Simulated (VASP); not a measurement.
# Cd (P6/mmm) in VASP: a series of runs

Cd is run at these levels: LDA; tasks: single point.

Everything below comes from runs of VASP 6.6.1. Logs are shortened: lines on timing, memory, paths and dates and some standing lists are left out, and cuts for length are marked.

### Step 1. The cell of the first run

The structure is hexagonal, space group P6/mmm (No. 191). Conventional cell: a = 4.926 Å, b = 4.926 Å, c = 2.931 Å, α = 90.00°, β = 90.00°, γ = 120.00°. Cd (site symmetry 6/mmm) has 14 Cd at 2.93 to 3.20 Å within 3.9 Å. Within 3.7 Å of Cd (site symmetry -6m2) lie 11 Cd at 2.84 to 3.20 Å.

This isn't the form of Cd at room conditions, which is hcp.

### Step 2. Single point, LDA

INCAR reads:

```
PREC     = Accurate       # precision mode
ENCUT    = 500            # plane-wave cutoff, eV
EDIFF    = 1E-6           # SCF threshold, eV
ISMEAR   = -1             # smearing method
SIGMA    = 0.1            # smearing width, eV
LREAL    = F              # projectors in reciprocal space
LASPH    = T              # aspherical terms in the spheres
NELM     = 120            # most SCF steps
ALGO     = Normal         # electronic algorithm
ISIF     = 2              # what is computed and relaxed
LWAVE    = F              # write WAVECAR
LCHARG   = F              # write CHGCAR
NBANDS   = 25             # bands
GGA_COMPAT= F
```

KPOINTS reads:

```
Automatic mesh
0
Gamma
  7 7 10
```

POSCAR reads:

```
Cd
1.0
    4.9258318957      0.0000000000      0.0000000000
   -2.4629159479      4.2658955565      0.0000000000
    0.0000000000      0.0000000000      2.9307664872
Cd
3
Direct
    0.0000000000      0.0000000000      0.0000000000
    0.3333333333      0.6666666667      0.5000000000
    0.6666666667      0.3333333333      0.5000000000
```

Potentials or basis: VASP PAW LDA potentials, release 64 (Cd).

Started as:

```sh
cat potpaw_LDA.64/Cd/POTCAR > POTCAR
mpirun -np 1 vasp_std > vasp.out
```

OUTCAR:

```text
PREC = Accurate
   ENCUT = 500
   EDIFF = 1E-6
   ISMEAR = -1
   LREAL = F
   LASPH = T
   NELM = 120
   ISIF = 2

 ion  position               nearest neighbor table
   1  0.000  0.000  0.000-   2 3.20   3 3.20   2 3.20   3 3.20   3 3.20   3 3.20   2 3.20   2 3.20
                             3 3.20   3 3.20   2 3.20   2 3.20
   2  0.333  0.667  0.500-   3 2.84   3 2.84   3 2.84   1 3.20   1 3.20   1 3.20   1 3.20   1 3.20
                             1 3.20
   3  0.667  0.333  0.500-   2 2.84   2 2.84   2 2.84   1 3.20   1 3.20   1 3.20   1 3.20   1 3.20
                             1 3.20

  LATTYP: Found a hexagonal cell.
 ALAT       =     4.9258318957
 C/A-ratio  =     0.5949789902

  Lattice vectors:

 A1 = (   4.9258318957,   0.0000000000,   0.0000000000)
 A2 = (  -2.4629159479,   4.2658955565,   0.0000000000)
 A3 = (   0.0000000000,   0.0000000000,   2.9307664872)

Analysis of symmetry for initial positions (statically):
=====================================================================
 Subroutine PRICEL returns:
 Original cell was already a primitive cell.

 Routine SETGRP: Setting up the symmetry group for a
 hexagonal supercell.

 Subroutine GETGRP returns: Found 24 space group operations
 (whereof 24 operations were pure point group operations)
 out of a pool of 24 trial point group operations.

The static configuration has the point symmetry D_6h.

Analysis of symmetry for dynamics (positions and initial velocities):
=====================================================================
 Subroutine PRICEL returns:
 Original cell was already a primitive cell.

 Routine SETGRP: Setting up the symmetry group for a
 hexagonal supercell.

 Subroutine GETGRP returns: Found 24 space group operations
 (whereof 24 operations were pure point group operations)
 out of a pool of 24 trial point group operations.

The dynamic configuration has the point symmetry D_6h.

 Subroutine INISYM returns: Found 24 space group operations
 (whereof 24 operations are pure point group operations),
 and found     1 'primitive' translations

----------------------------------------------------------------------------------------

                                     Primitive cell

  volume of cell :      61.5844

  direct lattice vectors                    reciprocal lattice vectors
     4.925831896  0.000000000  0.000000000     0.203011394  0.117208683  0.000000000
    -2.462915948  4.265895557  0.000000000     0.000000000  0.234417366  0.000000000
     0.000000000  0.000000000  2.930766487     0.000000000  0.000000000  0.341207668

  length of vectors
     4.925831896  4.925831896  2.930766487     0.234417366  0.234417366  0.341207668

  position of ions in fractional coordinates (direct lattice)
     0.000000000  0.000000000  0.000000000
     0.333333333  0.666666667  0.500000000
     0.666666667  0.333333333  0.500000000

  ion indices of the primitive-cell ions
   primitive index   ion index
                 1           1
                 2           2
                 3           3

----------------------------------------------------------------------------------------

 KPOINTS: Automatic mesh

Automatic generation of k-mesh.
 Grid dimensions read from file:
 generate k-points for:    7    7   10

 Generating k-lattice:

  Cartesian coordinates                     Fractional coordinates (reciprocal lattice)
     0.029001628  0.016744098  0.000000000     0.142857143  0.000000000  0.000000000
     0.000000000  0.033488195  0.000000000     0.000000000  0.142857143  0.000000000
     0.000000000  0.000000000  0.034120767     0.000000000  0.000000000  0.100000000

  Length of vectors
     0.033488195  0.033488195  0.034120767

  Shift w.r.t. Gamma in fractional coordinates (k-lattice)
     0.000000000  0.000000000  0.000000000

 Subroutine IBZKPT returns following result:
 ===========================================

 Found     48 irreducible k-points:

 Following reciprocal coordinates:
            Coordinates               Weight
  0.000000  0.000000  0.000000      1.000000
  0.142857  0.000000  0.000000      6.000000
  0.285714  0.000000  0.000000      6.000000
  0.428571  0.000000  0.000000      6.000000
  0.142857  0.142857  0.000000      6.000000
  0.285714  0.142857  0.000000     12.000000
[... 16 lines left out ...]
  0.428571  0.142857  0.200000     12.000000
  0.285714  0.285714  0.200000     12.000000
 [... further k-points ...]
   k-points           NKPTS =     48   k-points in BZ     NKDIM =     48   number of bands    NBANDS=     25
   number of dos      NEDOS =    301   number of ions     NIONS =      3
   total plane-waves  NPLWV =  31104
   dimension x,y,z NGX =    36 NGY =   36 NGZ =   24
   dimension x,y,z NGXF=    72 NGYF=   72 NGZF=   48
   ions per type =               3
   NGX,Y,Z   is equivalent  to a cutoff of  12.15, 12.15, 13.61 a.u.
   NGXF,Y,Z  is equivalent  to a cutoff of  24.30, 24.30, 27.23 a.u.
 SYSTEM =  unknown system
   PREC   = accura    normal or accurate (medium, high low for compatibility)
   ISTART =      0    job   : 0-new  1-cont  2-samecut
   ICHARG =      2    charge: 1-file 2-atom 10-const
   ISPIN  =      1    spin polarized calculation?
   LNONCOLLINEAR =      F non collinear calculations
   LSORBIT =      F    spin-orbit coupling
   LASPH  =      T    aspherical Exc in radial PAW
   ENCUT  =  500.0 eV  36.75 Ry    6.06 a.u.   8.98  8.98  5.34*2*pi/ulx,y,z
   NELM   =    120;   NELMIN=  2; NELMDL= -5     # of ELM steps
   EDIFF  = 0.1E-05   stopping-criterion for ELM
   LREAL  =      F    real-space projection
[... 7 lines left out ...]
   TEBEG  =    0.0;   TEEND  =   0.0 temperature during run
   PSTRESS=    0.0 pullay stress
   NELECT =      36.0000    total number of electrons
   NUPDOWN=      -1.0000    fix difference up-down
   EMIN   =  10.00;   EMAX   =-10.00  energy-range for DOS
   EFERMI =   0.00;   METHOD = LEGACY
   ISMEAR =    -1;   SIGMA  =   0.10  broadening in eV -4-tet -1-fermi 0-gaus
   EFERMI_NEDOS =   21; number of points for ismear=-14 and -15
   IALGO  =     38    algorithm
   IMIX   =      4    mixing-type and parameters
     AMIX     =   0.40;   BMIX     =  1.00
     AMIX_MAG =   1.60;   BMIX_MAG =  1.00
  volume/ion in A,a.u.               =      20.53       138.53
  Fermi-wavevector in a.u.,A,eV,Ry     =   1.368838  2.586728 25.493467  1.873717
  Thomas-Fermi vector in A             =   2.494766
   LORBIT       =      0    0 simple, 1 ext, 2 COOP (PROOUT), +10 PAW based schemes
   GGA     = CA    functional components
   LHFCALC =     F    Hartree Fock is set to
   AEXX    =    0.0000 exact exchange contribution
   IVDW    =     0    specifies the selected vdW correction
   LEPSILON=     F    determine dielectric tensor
   LRPA    =     F    only Hartree local field effects (RPA)
 non-spin polarized calculation
  energy-cutoff  :      500.00
  volume of cell :       61.58
 maximum number of plane-waves:      1589
 NGX is ok and might be reduce to    36
   NGX = 17   NGY = 17   NGZ = 11

 number of electron      36.0000015 magnetization

 Free energy of the ion-electron system (eV)
  ---------------------------------------------------
  ext. energy  EPLUGINS =         0.00000000
  ---------------------------------------------------
  free energy    TOTEN  =        -4.31169092 eV

  energy without entropy =       -4.27743028  energy(sigma->0) =       -4.29456060

 E-fermi :   3.1342     XC(G=0): -11.6472

 val. band max:        3.1264316597   @ k =   0.2857   0.1429   0.4000
 cond. band min:       3.2638974126   @ k =   0.4286   0.0000   0.3000
 fundamental gap:      0.1374657528
 Fermi energy:         3.1341781781

 k-point     1 :       0.0000    0.0000    0.0000
  band No.  band energies     occupation
      1      -7.0466      2.00000
      2      -6.4380      2.00000
      3      -6.4059      2.00000
      4      -6.2133      2.00000
      5      -6.2002      2.00000
      6      -6.2002      2.00000
[... 17 lines left out ...]
     24      16.3449      0.00000
     25      18.6225      0.00000

 k-point     2 :       0.1429    0.0000    0.0000
  band No.  band energies     occupation
      1      -7.0067      2.00000
      2      -6.4978      2.00000
      3      -6.4452      2.00000
      4      -6.3581      2.00000
      5      -6.3465      2.00000
      6      -6.0773      2.00000
[... 17 lines left out ...]
     24      16.3888      0.00000
     25      17.2022      0.00000

 k-point     3 :       0.2857    0.0000    0.0000
  band No.  band energies     occupation
      1      -6.9069      2.00000
      2      -6.7158      2.00000
      3      -6.5256      2.00000
      4      -6.4725      2.00000
      5      -6.4532      2.00000
      6      -6.1251      2.00000
[... 17 lines left out ...]
     24      14.4994      0.00000
     25      14.6562      0.00000

 k-point     4 :       0.4286    0.0000    0.0000
  band No.  band energies     occupation
      1      -6.8827      2.00000
      2      -6.7688      2.00000
      3      -6.6310      2.00000
      4      -6.5238      2.00000
      5      -6.4992      2.00000
      6      -6.1741      2.00000
[... 17 lines left out ...]
     24      12.1835      0.00000
     25      13.9066      0.00000
[... 477 lines left out ...]
 k-point    22 :       0.2857    0.1429    0.2000
  band No.  band energies     occupation
      1      -6.7224      2.00000
      2      -6.5477      2.00000
      3      -6.5166      2.00000
      4      -6.3475      2.00000
      5      -6.2116      2.00000
      6      -6.1210      2.00000
[... 17 lines left out ...]
     24      12.1230      0.00000
     25      12.3290      0.00000

 k-point    23 :       0.4286    0.1429    0.2000
  band No.  band energies     occupation
      1      -6.7506      2.00000
      2      -6.5476      2.00000
      3      -6.4905      2.00000
      4      -6.3624      2.00000
      5      -6.2069      2.00000
      6      -6.1783      2.00000
[... 17 lines left out ...]
     24      11.7658      0.00000
     25      13.1110      0.00000

 k-point    24 :       0.2857    0.2857    0.2000
  band No.  band energies     occupation
      1      -6.7584      2.00000
      2      -6.5254      2.00000
      3      -6.4997      2.00000
      4      -6.3664      2.00000
      5      -6.2216      2.00000
      6      -6.1968      2.00000
[... 17 lines left out ...]
     24      10.6642      0.00000
     25      13.7505      0.00000

 [... further k-points ...]

------------------------ aborting loop because EDIFF is reached ----------------------------------------

  FORCE on cell =-STRESS in cart. coord.  units (eV):
  Direction    XX          YY          ZZ          XY          YZ          ZX
  --------------------------------------------------------------------------------------
  -------------------------------------------------------------------------------------
  Total        0.2086403      0.2086403      0.2269862     -0.0000000     -0.0000000     -0.0000000
  in kB        5.4279739      5.4279739      5.9052604     -0.0000000     -0.0000000     -0.0000000
  external PRESSURE =       5.5870694 kB  Pullay stress =       0.0000000 kB

 VOLUME and BASIS-vectors are now :
 -----------------------------------------------------------------------------
  energy-cutoff  :      500.00
  volume of cell :       61.58
      direct lattice vectors                 reciprocal lattice vectors
     4.925831896  0.000000000  0.000000000     0.203011394  0.117208683  0.000000000
    -2.462915948  4.265895557  0.000000000     0.000000000  0.234417366  0.000000000
     0.000000000  0.000000000  2.930766487     0.000000000  0.000000000  0.341207668

 POSITION                                       TOTAL-FORCE (eV/Angst)
 -----------------------------------------------------------------------------------
      0.00000      0.00000      0.00000        -0.000000      0.000000     -0.000000
     -0.00000      2.84393      1.46538         0.000000      0.000000     -0.000000
      2.46292      1.42197      1.46538        -0.000000     -0.000000      0.000000
 -----------------------------------------------------------------------------------
    total drift:                                0.000000      0.000000     -0.000000

  FREE ENERGIE OF THE ION-ELECTRON SYSTEM (eV)
  ---------------------------------------------------
  free  energy   TOTEN  =        -4.3116909216 eV

  energy  without entropy=       -4.2774302764  energy(sigma->0) =       -4.29456060
```

It took 44 s on 1 thread of Intel Xeon Platinum 8259CL at 2.50GHz (Skylake/Cascade Lake), shared host; peak memory 0.18 GiB.

What came out:

```yaml
Free_energy: -4.3117 eV
Pressure: 0.6 GPa
Band_gap_on_the_k_mesh: zero (bands 18 and 19 overlap by 4.45 eV)
```

Levels at points of the mesh, in eV from the Fermi level:
| k point | band 14 | band 15 | band 16 | band 17 | band 18 | band 19 | band 20 | band 21 | band 22 | band 23 |
| --- | --- | --- | --- | --- | --- | --- | --- | --- | --- | --- |
| (0.00, 0.00, 0.00) | -8.87 | -8.35 | -8.35 | 0.32 | 0.56 | 0.77 | 0.77 | 0.78 | 0.78 | 8.52 |
| (0.00, 0.00, 0.50) | -8.44 | -8.06 | -3.82 | -3.74 | 3.46 | 3.75 | 3.75 | 3.92 | 4.90 | 4.90 |

### Step 3. Single point, LDA (18.06 Å³/atom)

This run uses another cell than the first one, of 18.06 Å³/atom.

INCAR: that of step 2 with these lines changed.

```diff
@@ -11,3 +11,6 @@
 LWAVE    = F              # write WAVECAR
-LCHARG   = F              # write CHGCAR
+LCHARG   = T              # write CHGCAR
+GGA      = CA             # functional
+LELF     = T              # ELF
+LVHAR    = T            
 NBANDS   = 25             # bands
```

KPOINTS reads:

```
regular mesh
0
Gamma
  8 8 12
```

POSCAR reads:

```
Cd
1.0
    4.7203457515      0.0000000000      0.0000000000
   -2.3601728758      4.0879393355      0.0000000000
    0.0000000000      0.0000000000      2.8085065486
Cd
3
Direct
    0.0000000000      0.0000000000      0.0000000000
    0.3333333333      0.6666666667      0.5000000000
    0.6666666667      0.3333333333      0.5000000000
```

Potentials or basis: VASP PAW LDA potentials, release 64 (Cd).

Started as:

```sh
cat potpaw_LDA.64/Cd/POTCAR > POTCAR
mpirun -np 1 vasp_std > vasp.out
```

OUTCAR:

```text
PREC = Accurate
   ENCUT = 500
   EDIFF = 1E-6
   ISMEAR = -1
   LREAL = F
   LASPH = T
   NELM = 120
   ISIF = 2
   GGA = CA

 ion  position               nearest neighbor table
   1  0.000  0.000  0.000-   2 3.07   3 3.07   2 3.07   3 3.07   3 3.07   3 3.07   2 3.07   2 3.07
                             3 3.07   3 3.07   2 3.07   2 3.07
   2  0.333  0.667  0.500-   3 2.73   3 2.73   3 2.73   1 3.07   1 3.07   1 3.07   1 3.07   1 3.07
                             1 3.07
   3  0.667  0.333  0.500-   2 2.73   2 2.73   2 2.73   1 3.07   1 3.07   1 3.07   1 3.07   1 3.07
                             1 3.07
[... 871 lines left out ...]
  Direction    XX          YY          ZZ          XY          YZ          ZX
  --------------------------------------------------------------------------------------
  -------------------------------------------------------------------------------------
  Total        4.3851290      4.3851290      4.1974789     -0.0000000      0.0000000      0.0000000
  in kB      129.6400727    129.6400727    124.0924658     -0.0000000      0.0000000      0.0000000
  external PRESSURE =     127.7908704 kB  Pullay stress =       0.0000000 kB

 VOLUME and BASIS-vectors are now :
 -----------------------------------------------------------------------------
  energy-cutoff  :      500.00
  volume of cell :       54.19
      direct lattice vectors                 reciprocal lattice vectors
     4.720345752  0.000000000  0.000000000     0.211848888  0.122311013  0.000000000
    -2.360172876  4.087939335  0.000000000     0.000000000  0.244622025  0.000000000
     0.000000000  0.000000000  2.808506549     0.000000000  0.000000000  0.356061125

 POSITION                                       TOTAL-FORCE (eV/Angst)
 -----------------------------------------------------------------------------------
      0.00000      0.00000      0.00000         0.000000      0.000000     -0.000000
     -0.00000      2.72529      1.40425        -0.000000      0.000000      0.000000
      2.36017      1.36265      1.40425         0.000000      0.000000     -0.000000
 -----------------------------------------------------------------------------------
    total drift:                                0.000000      0.000000     -0.000000

  FREE ENERGIE OF THE ION-ELECTRON SYSTEM (eV)
  ---------------------------------------------------
  free  energy   TOTEN  =        -4.0344302303 eV

  energy  without entropy=       -4.0053922561  energy(sigma->0) =       -4.01991124
```

stdout:

```text
POSCAR found type information on POSCAR Cd
 POSCAR found :  1 types and       3 ions
 scaLAPACK will be used
 LDA part: xc-table for (Slater(with rela. corr.)+CA(PZ))
 , standard interpolation
 POSCAR, INCAR and KPOINTS ok, starting setup
 FFT: planning ... GRIDC
 FFT: planning ... GRID_SOFT
 FFT: planning ... GRID
 WAVECAR not read
 entering main loop
```

Wall time 52 s (1 thread of Intel Xeon Platinum 8259CL at 2.50GHz (Skylake/Cascade Lake), shared host); peak memory 0.19 GiB.

What came out:

| Item | Value |
| --- | --- |
| Free energy | -4.0344 eV |
| Pressure | 12.8 GPa |
| Band gap on the k mesh | zero (bands 18 and 19 overlap by 4.33 eV) |

Stress tensor (GPa, compression positive):
```
12.96  0.00  0.00
 0.00 12.96  0.00
 0.00  0.00 12.41
```

Levels at points of the mesh, in eV from the Fermi level:
| k point | band 15 | band 16 | band 17 | band 18 | band 19 | band 20 | band 21 | band 22 |
| --- | --- | --- | --- | --- | --- | --- | --- | --- |
| (0.00, 0.00, 0.00) | -8.70 | -8.70 | 0.53 | 0.55 | 0.55 | 0.56 | 0.56 | 0.78 |
| (0.50, 0.00, 0.00) | -8.65 | -7.57 | -7.39 | -3.24 | -0.91 | 7.69 | 7.71 | 8.19 |
| (0.00, 0.00, 0.50) | -8.35 | -4.37 | -4.20 | 3.43 | 3.79 | 3.79 | 4.18 | 4.97 |
| (0.50, 0.00, 0.50) | -8.50 | -2.89 | -2.35 | -1.13 | -0.80 | 2.48 | 2.58 | 3.48 |

Caveat: the cell stands under pressure.

### Step 4. Single point, LDA (18.89 Å³/atom)

This run uses another cell than the first one, of 18.89 Å³/atom.

INCAR reads:

```
PREC = Accurate ; ENCUT = 500
EDIFF = 1E-6 ; ISMEAR = -1
SIGMA = 0.1 ; LREAL = False
LASPH = True ; NELM = 120
ALGO = Normal ; ISIF = 2
LWAVE = False ; LCHARG = False
NBANDS = 25 ; GGA_COMPAT = False
```

KPOINTS reads:

```
Automatic mesh
0
Gamma
  8 8 12
```

POSCAR reads:

```
Cd
1.0
    4.7908090616      0.0000000000      0.0000000000
   -2.3954045308      4.1489623520      0.0000000000
    0.0000000000      0.0000000000      2.8504307377
Cd
3
Direct
    0.0000000000      0.0000000000      0.0000000000
    0.3333333333      0.6666666667      0.5000000000
    0.6666666667      0.3333333333      0.5000000000
```

Started as:

```sh
cat potpaw_LDA.64/Cd/POTCAR > POTCAR
mpirun -np 1 vasp_std > vasp.out
```

It took 69 s on 1 thread of Intel Xeon Platinum 8259CL at 2.50GHz (Skylake/Cascade Lake), shared host; peak memory 0.2 GiB.

It converged, with:

| Quantity | Value |
| --- | --- |
| Free energy | -4.1894 eV |
| Pressure | 7.6 GPa |
| Band gap on the k mesh | zero (bands 18 and 19 overlap by 4.39 eV) |

Stress tensor (GPa, compression positive):
```
7.80 0.00 0.00
0.00 7.80 0.00
0.00 0.00 7.13
```

Levels at points of the mesh, in eV from the Fermi level:
```
           k point  band 16  band 17  band 18  band 19  band 20  band 21
(0.00, 0.00, 0.00)    -8.58     0.44     0.61     0.61     0.62     0.62
(0.50, 0.00, 0.00)    -7.29    -7.14    -2.98    -0.97     7.46     7.48
(0.00, 0.00, 0.50)    -4.16    -4.08     3.42     3.76     3.76     4.07
(0.50, 0.00, 0.50)    -2.71    -2.14    -1.17    -0.79     2.47     2.53
```

Caveat: the cell stands under pressure.

(Part 1 of 2 ends here.)
